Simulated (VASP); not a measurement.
FePt: single point with LDA

FePt:

```xyz
2
Lattice="2.7235 0.0000 0.0000 0.0000 2.7235 0.0000 0.0000 0.0000 3.7200" Properties=species:S:1:pos:R:3 pbc="T T T"
Fe    0.0000    0.0000    0.0000
Pt    1.3618    1.3618    1.8600
```

```json
{"Program": "VASP 6.6.1", "Task": "single point", "Functional": "LDA", "Potentials or basis": "VASP PAW LDA potentials, release 64 (Fe, Pt)", "Cutoff": "600 eV", "k mesh": "7 × 7 × 5", "Occupations": "gaussian, width 0.1 eV", "Spin": "collinear spin, ferromagnetic start", "Starting moments": "[3.16, 0.4] μB", "Fixed moment": "3.2 μB"}
```

* Pressure: -12.3 GPa
* Net moment: 3.20 μB per cell
* Site moments: Fe +2.81; Pt +0.34 μB
* Valence electrons inside the program's atomic spheres: Fe 7.02; Pt 9.42

Stress tensor (GPa, compression positive):
```
-12.80   0.00   0.00
  0.00 -12.80   0.00
  0.00   0.00 -11.24
```

Wall time 36 s on 1 thread of AMD EPYC 7R13 Processor (Zen 3) (shared host), peak memory 0.13 GiB.

Caveat: the cell stands under tension; the total moment is fixed, so each spin has its own Fermi level.
